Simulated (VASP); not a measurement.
# Ti4O in VASP: single point with PBEsol

Aim: the single point of Ti4O with PBEsol.

All numbers are computed with VASP 6.6.1; they aren't measurements. Logs are shortened: lines on timing, memory, paths and dates and some standing lists are left out, and cuts for length are marked.

**1. The cell of the first run**

The cell holds a slab with vacuum, 5 atoms: a = 2.900 Å, b = 2.900 Å, c = 22.312 Å, α = 90.00°, β = 90.00°, γ = 120.00°.

**2. Single point, PBEsol**

Contents of INCAR:

```
SYSTEM = Ti4O
PREC = Accurate ; ENCUT = 1000
EDIFF = 1E-6 ; ISMEAR = 0
SIGMA = 0.1 ; LREAL = .FALSE.
LASPH = .TRUE. ; NELM = 120
ALGO = Normal ; ISIF = 2
LWAVE = .FALSE. ; LCHARG = .TRUE.
LDIPOL = .TRUE. ; IDIPOL = 3
DIPOL = 0.5 0.5 0.378 ; GGA = PS
LELF = .TRUE. ; LVHAR = .TRUE.
LVACPOTAV = .TRUE. ; NBANDS = 35
GGA_COMPAT = .FALSE. ; NELMDL = -8
```

Contents of KPOINTS:

```
Automatic mesh
0
G
  9 9 1
  0 0 0
```

Contents of POSCAR:

```
Ti4O
1.0
    2.8999670177      0.0000000000      0.0000000000
   -1.4499835088      2.5114451074      0.0000000000
    0.0000000000      0.0000000000     22.3116752696
Ti O
4 1
Direct
    0.6666666667      0.3333333333      0.1792783353
    0.3333333333      0.6666666667      0.2821522919
    0.6666666667      0.3333333333      0.3887032030
    0.3333333333      0.6666666667      0.4845747860
    0.3333333333      0.6666666667      0.5561106238
```

Potentials or basis: VASP PAW PBE potentials, release 64 (Ti_sv, O_h).

Launch:

```
$ cat potpaw_PBE.64/Ti_sv/POTCAR potpaw_PBE.64/O_h/POTCAR > POTCAR
$ mpirun -np 1 vasp_std > vasp.out
```

OUTCAR:

```text
SYSTEM = Ti4O
   PREC = Accurate
   ENCUT = 1000
   EDIFF = 1E-6
   ISMEAR = 0
   LREAL = .FALSE.
   LASPH = .TRUE.
   NELM = 120
   ISIF = 2
   GGA = PS
   NELMDL = -8

 ion  position               nearest neighbor table
   1  0.667  0.333  0.179-   2 2.84   2 2.84   2 2.84
   2  0.333  0.667  0.282-   1 2.84   1 2.84   1 2.84   3 2.91   3 2.91   3 2.91
   3  0.667  0.333  0.389-   4 2.72   4 2.72   4 2.72   2 2.91   2 2.91   2 2.91
   4  0.333  0.667  0.485-   5 1.60   3 2.72   3 2.72   3 2.72
   5  0.333  0.667  0.556-   4 1.60

  LATTYP: Found a hexagonal cell.
 ALAT       =     2.8999670177
 C/A-ratio  =     7.6937686303

  Lattice vectors:

 A1 = (   2.8999670177,   0.0000000000,   0.0000000000)
 A2 = (  -1.4499835088,   2.5114451074,   0.0000000000)
 A3 = (   0.0000000000,   0.0000000000,  22.3116752696)

Analysis of symmetry for initial positions (statically):
=====================================================================
 Subroutine PRICEL returns:
 Original cell was already a primitive cell.

 Routine SETGRP: Setting up the symmetry group for a
 hexagonal supercell.

 Subroutine GETGRP returns: Found  6 space group operations
 (whereof  6 operations were pure point group operations)
 out of a pool of 24 trial point group operations.

The static configuration has the point symmetry C_3v.

Analysis of symmetry for dynamics (positions and initial velocities):
=====================================================================
 Subroutine PRICEL returns:
 Original cell was already a primitive cell.

 Routine SETGRP: Setting up the symmetry group for a
 hexagonal supercell.

 Subroutine GETGRP returns: Found  6 space group operations
 (whereof  6 operations were pure point group operations)
 out of a pool of 24 trial point group operations.

The dynamic configuration has the point symmetry C_3v.

 Subroutine INISYM returns: Found  6 space group operations
 (whereof  6 operations are pure point group operations),
 and found     1 'primitive' translations

----------------------------------------------------------------------------------------

                                     Primitive cell

  volume of cell :     162.4983

  direct lattice vectors                    reciprocal lattice vectors
     2.899967018  0.000000000  0.000000000     0.344831508  0.199088564  0.000000000
    -1.449983509  2.511445107  0.000000000     0.000000000  0.398177128  0.000000000
     0.000000000  0.000000000 22.311675270     0.000000000  0.000000000  0.044819584

  length of vectors
     2.899967018  2.899967018 22.311675270     0.398177128  0.398177128  0.044819584

  position of ions in fractional coordinates (direct lattice)
     0.666666667  0.333333333  0.179278335
     0.333333333  0.666666667  0.282152292
     0.666666667  0.333333333  0.388703203
     0.333333333  0.666666667  0.484574786
     0.333333333  0.666666667  0.556110624

  ion indices of the primitive-cell ions
   primitive index   ion index
                 1           1
                 2           2
                 3           3
                 4           4
                 5           5

----------------------------------------------------------------------------------------

 KPOINTS: Automatic mesh

Automatic generation of k-mesh.
 Grid dimensions read from file:
 generate k-points for:    9    9    1

 Generating k-lattice:

  Cartesian coordinates                     Fractional coordinates (reciprocal lattice)
     0.038314612  0.022120952  0.000000000     0.111111111  0.000000000  0.000000000
     0.000000000  0.044241903  0.000000000     0.000000000  0.111111111  0.000000000
     0.000000000  0.000000000  0.044819584     0.000000000  0.000000000  1.000000000

  Length of vectors
     0.044241903  0.044241903  0.044819584

  Shift w.r.t. Gamma in fractional coordinates (k-lattice)
     0.000000000  0.000000000  0.000000000

 Subroutine IBZKPT returns following result:
 ===========================================

 Found     12 irreducible k-points:

 Following reciprocal coordinates:
            Coordinates               Weight
  0.000000  0.000000  0.000000      1.000000
  0.111111  0.000000  0.000000      6.000000
  0.222222  0.000000  0.000000      6.000000
  0.333333 -0.000000  0.000000      6.000000
  0.444444  0.000000  0.000000      6.000000
  0.111111  0.111111  0.000000      6.000000
  0.222222  0.111111  0.000000     12.000000
  0.333333  0.111111  0.000000     12.000000
  0.444444  0.111111  0.000000      6.000000
  0.222222  0.222222  0.000000      6.000000
  0.333333  0.222222  0.000000     12.000000
  0.333333  0.333333  0.000000      2.000000
   k-points           NKPTS =     12   k-points in BZ     NKDIM =     12   number of bands    NBANDS=     35
   number of dos      NEDOS =    301   number of ions     NIONS =      5
   total plane-waves  NPLWV = 216000
   dimension x,y,z NGX =    30 NGY =   30 NGZ =  240
   dimension x,y,z NGXF=    60 NGYF=   60 NGZF=  480
   ions per type =               4   1
   NGX,Y,Z   is equivalent  to a cutoff of  17.20, 17.20, 17.88 a.u.
   NGXF,Y,Z  is equivalent  to a cutoff of  34.40, 34.40, 35.77 a.u.
 SYSTEM =  Ti4O
   PREC   = accura    normal or accurate (medium, high low for compatibility)
   ISTART =      0    job   : 0-new  1-cont  2-samecut
   ICHARG =      2    charge: 1-file 2-atom 10-const
   ISPIN  =      1    spin polarized calculation?
   LNONCOLLINEAR =      F non collinear calculations
   LSORBIT =      F    spin-orbit coupling
   LASPH  =      T    aspherical Exc in radial PAW
   ENCUT  = 1000.0 eV  73.50 Ry    8.57 a.u.   7.48  7.48 57.53*2*pi/ulx,y,z
   NELM   =    120;   NELMIN=  2; NELMDL= -8     # of ELM steps
   EDIFF  = 0.1E-05   stopping-criterion for ELM
   LREAL  =      F    real-space projection
   EDIFFG = 0.1E-04   stopping-criterion for IOM
   NSW    =      0    number of steps for IOM
   IBRION =     -1    ionic relax: 0-MD 1-quasi-New 2-CG
   NFREE  =      0    steps in history (QN), initial steepest desc. (CG)
   ISIF   =      2    stress and relaxation
   ISYM   =      2    0-nonsym 1-usesym 2-fastsym
   POTIM  = 0.5000    time-step for ionic-motion
   TEBEG  =    0.0;   TEEND  =   0.0 temperature during run
   PSTRESS=    0.0 pullay stress
   NELECT =      54.0000    total number of electrons
   NUPDOWN=      -1.0000    fix difference up-down
   EMIN   =  10.00;   EMAX   =-10.00  energy-range for DOS
   EFERMI =   0.00;   METHOD = LEGACY
   ISMEAR =     0;   SIGMA  =   0.10  broadening in eV -4-tet -1-fermi 0-gaus
   EFERMI_NEDOS =   21; number of points for ismear=-14 and -15
   IALGO  =     38    algorithm
   IMIX   =      4    mixing-type and parameters
     AMIX     =   0.40;   BMIX     =  1.00
     AMIX_MAG =   1.60;   BMIX_MAG =  1.00
  volume/ion in A,a.u.               =      32.50       219.32
  Fermi-wavevector in a.u.,A,eV,Ry     =   1.133939  2.142834 17.494618  1.285818
  Thomas-Fermi vector in A             =   2.270643
   LORBIT       =      0    0 simple, 1 ext, 2 COOP (PROOUT), +10 PAW based schemes
   GGA     = PS    functional components
   LHFCALC =     F    Hartree Fock is set to
   AEXX    =    0.0000 exact exchange contribution
   IVDW    =     0    specifies the selected vdW correction
   LEPSILON=     F    determine dielectric tensor
   LRPA    =     F    only Hartree local field effects (RPA)
 non-spin polarized calculation
 Gauss-broadening in eV      SIGMA  =   0.10
  energy-cutoff  :     1000.00
  volume of cell :      162.50
 maximum number of plane-waves:     11721
 NGX is ok and might be reduce to    30
   NGX = 15   NGY = 15   NGZ =115

 dipolmoment           0.000000      0.000000     -0.006087 electrons x Angstroem

 number of electron      53.9999996 magnetization

 dipolmoment           0.000000      0.000000      0.169359 electrons x Angstroem

 Free energy of the ion-electron system (eV)
  ---------------------------------------------------
  ext. energy  EPLUGINS =         0.00000000
  ---------------------------------------------------
  free energy    TOTEN  =       -39.02753684 eV

  energy without entropy =      -39.00284122  energy(sigma->0) =      -39.01518903

 E-fermi :  -0.1337     XC(G=0):  -6.1550

 val. band max:       -0.1764223879   @ k =   0.2222   0.0000   0.0000
 cond. band min:      -0.1035479486   @ k =   0.1111   0.1111   0.0000
 fundamental gap:      0.0728744392
 Fermi energy:        -0.1337097093

 k-point     1 :       0.0000    0.0000    0.0000
  band No.  band energies     occupation
      1     -56.7925      2.00000
      2     -56.5791      2.00000
      3     -56.3510      2.00000
      4     -55.6130      2.00000
      5     -33.3180      2.00000
      6     -32.9979      2.00000
[... 27 lines left out ...]
     34       1.4697      0.00000
     35       1.4697      0.00000

 k-point     2 :       0.1111    0.0000    0.0000
  band No.  band energies     occupation
      1     -56.7819      2.00000
      2     -56.5696      2.00000
      3     -56.3408      2.00000
      4     -55.6034      2.00000
      5     -33.3001      2.00000
      6     -32.9923      2.00000
[... 27 lines left out ...]
     34       1.3508      0.00000
     35       1.5939      0.00000

 k-point     3 :       0.2222    0.0000    0.0000
  band No.  band energies     occupation
      1     -56.7549      2.00000
      2     -56.5454      2.00000
      3     -56.3149      2.00000
      4     -55.5791      2.00000
      5     -33.2587      2.00000
      6     -33.0680      2.00000
[... 27 lines left out ...]
     34       1.6848      0.00000
     35       1.7395      0.00000
[... 267 lines left out ...]
 k-point    11 :       0.3333    0.2222    0.0000
  band No.  band energies     occupation
      1     -56.6948      2.00000
      2     -56.4918      2.00000
      3     -56.2572      2.00000
      4     -55.5250      2.00000
      5     -33.2902      2.00000
      6     -33.2091      2.00000
[... 27 lines left out ...]
     34       2.3522      0.00000
     35       2.5435      0.00000

 k-point    12 :       0.3333    0.3333    0.0000
  band No.  band energies     occupation
      1     -56.6894      2.00000
      2     -56.4870      2.00000
      3     -56.2520      2.00000
      4     -55.5202      2.00000
      5     -33.2224      2.00000
      6     -33.2003      2.00000
[... 27 lines left out ...]
     34       2.3914      0.00000
     35       2.4842      0.00000

------------------------ aborting loop because EDIFF is reached ----------------------------------------

  FORCE on cell =-STRESS in cart. coord.  units (eV):
  Direction    XX          YY          ZZ          XY          YZ          ZX
  --------------------------------------------------------------------------------------
  -------------------------------------------------------------------------------------
  Total        2.0416740      2.0416740      0.9210494      0.0000000      0.0000000      0.0000000
  in kB       20.1301985     20.1301985      9.0812281      0.0000000      0.0000000      0.0000000
  external PRESSURE =      16.4472084 kB  Pullay stress =       0.0000000 kB

 VOLUME and BASIS-vectors are now :
 -----------------------------------------------------------------------------
  energy-cutoff  :     1000.00
  volume of cell :      162.50
      direct lattice vectors                 reciprocal lattice vectors
     2.899967018  0.000000000  0.000000000     0.344831508  0.199088564  0.000000000
    -1.449983509  2.511445107  0.000000000     0.000000000  0.398177128  0.000000000
     0.000000000  0.000000000 22.311675270     0.000000000  0.000000000  0.044819584

 POSITION                                       TOTAL-FORCE (eV/Angst)
 -----------------------------------------------------------------------------------
      1.44998      0.83715      4.00000         0.000000      0.000000      0.618853
     -0.00000      1.67430      6.29529        -0.000000     -0.000000     -0.385566
      1.44998      0.83715      8.67262        -0.000000     -0.000000     -1.421572
     -0.00000      1.67430     10.81168        -0.000000      0.000000      0.971792
     -0.00000      1.67430     12.40776         0.000000     -0.000000      0.216493
 -----------------------------------------------------------------------------------
    total drift:                                0.000000     -0.000000      0.000396

  FREE ENERGIE OF THE ION-ELECTRON SYSTEM (eV)
  ---------------------------------------------------
  free  energy   TOTEN  =       -39.0275368362 eV

  energy  without entropy=      -39.0028412206  energy(sigma->0) =      -39.01518903

 vacuum level on the upper side and lower side of the slab         8.706         4.498
```

It took 9.6 min on 1 thread of Intel Xeon Platinum 8488C (Sapphire Rapids), shared host; peak memory 0.55 GiB.

What came out:

```yaml
Free_energy: -39.0275 eV
Largest_force: 1.422 eV/Å
Band_gap_on_the_k_mesh: zero (bands 27 and 28 overlap by 0.84 eV)
```

Forces on the atoms (eV/Å):
```
Ti   0.000  0.000  0.619
Ti   0.000  0.000 -0.386
Ti   0.000  0.000 -1.422
Ti   0.000  0.000  0.972
O    0.000  0.000  0.216
```

Caveat: the PAW data sets were made with another functional, which shifts forces and pressure a little.

The gap in the log of VASP goes by the Fermi energy; the results here count the filled bands.